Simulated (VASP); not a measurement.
WC (Qusongite), 2 atoms in the cell. The structure is hexagonal, space group P-6m2 (No. 187). The conventional cell has a = 2.907 Å, b = 2.907 Å, c = 2.837 Å, α = 90.00°, β = 90.00°, γ = 120.00°. W (site symmetry -6m2) has 6 C at 2.20 Å and 2 W at 2.84 Å within 2.9 Å. C (site symmetry -6m2) has 6 W at 2.20 Å and 2 C at 2.84 Å within 2.9 Å. 

| Item | Value |
| --- | --- |
| Program | VASP 6.6.1 |
| Task | single point |
| Functional | PBE |
| Potentials or basis | VASP PAW PBE potentials, release 64 (W_sv, C) |
| Cutoff | 520 eV |
| k mesh | 10 × 10 × 9 |
| Occupations | gaussian, width 0.026 eV |
| Spin | no spin polarisation |
| Dipole correction | no |
| Further INCAR settings | ALGO = Normal; EDIFF = 1e-06; NBANDS = 16 |

Potentials or basis: VASP PAW PBE potentials, release 64 (W_sv, C).

Command:

```bash
$ cat potpaw_PBE.64/W_sv/POTCAR potpaw_PBE.64/C/POTCAR > POTCAR
$ mpirun -np 1 vasp_std > vasp.out
```

Hardware: 1 thread of AMD EPYC 7R13 Processor (Zen 3) (shared host).

Task: Estimate the wall time of this run.

Result: Run time: 17 s on 1 thread of AMD EPYC 7R13 Processor (Zen 3), with other jobs on the host, peak memory 0.13 GiB. Counts: scf iterations 13, k points 70.
